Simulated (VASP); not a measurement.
Here is a VASP 6.6.1 calculation.

File INCAR:

```
SYSTEM = MoS2
PREC = Accurate ; ENCUT = 520
EDIFF = 1E-6 ; ISMEAR = -1
SIGMA = 0.36 ; LREAL = .FALSE.
LASPH = .TRUE. ; NELM = 100
ALGO = Normal ; ISIF = 2
LWAVE = .FALSE. ; LCHARG = .FALSE.
NBANDS = 64
```

Contents of KPOINTS:

```
Automatic mesh
0
G
  3 3 3
  0 0 0
```

File POSCAR:

```
MoS2
1.0
   -3.1710000000     -1.8307780000      6.1149970000
    3.1710000000     -1.8307780000      6.1149970000
    0.0000000000      3.6615550000      6.1149970000
Mo S
4 8
Direct
    0.0186748301      0.1203146913     -0.1197417605
    0.5609637654      0.5522598865     -0.1022337856
    0.5177012135      0.1290225633      0.3659668263
    0.0375233471      0.5427898245      0.4228598472
    0.7742008771      0.8335197039      0.6283066811
    0.2596180544      0.3185899876      0.1484807855
    0.3045197069      0.3566799088      0.6301174528
    0.7945544001      0.8223689696      0.1455468327
    0.2859892176      0.8289725036      0.1262980865
    0.7620794584      0.3052204234      0.6622839594
    0.7977700918      0.3276975595      0.1585068135
    0.2771808183      0.8633366051      0.6407753557
```

Potentials or basis: VASP PAW LDA potentials, release 64 (Mo_sv, S).

The run is started by

```bash
$ cat potpaw_LDA.64/Mo_sv/POTCAR potpaw_LDA.64/S/POTCAR > POTCAR
$ mpirun -np 1 vasp_std > vasp.out
```

Question: Estimate the pressure.

Answer: -1.4 GPa.

Question: Estimate the largest force.

Answer: 1.403 eV/Å.

Question: What does it give for the band gap on the k mesh?

Answer: Zero (bands 52 and 53 overlap by 0.15 eV).

Forces in eV/Å, atoms in the order of the input:
```
Mo   0.452 -0.289  0.052
Mo  -0.146  0.703 -0.918
Mo   0.028  0.043 -0.359
Mo  -0.308 -0.149 -0.765
S   -0.080  0.113  0.477
S    0.068 -0.722  0.979
S    0.052  0.810 -0.692
S    0.548 -0.084  0.919
S    0.093  0.609 -0.157
S    0.239 -0.917  0.463
S    0.381 -0.528  0.194
S   -1.327  0.411 -0.194
```

Caveat: the k points lie up to 0.40 Å⁻¹ apart; the atoms stand as in a frame of molecular dynamics; so wide a smearing shifts energies and pressures; forces of over 1 eV/Å act on the atoms, so gaps and moduli don't describe the material at rest.
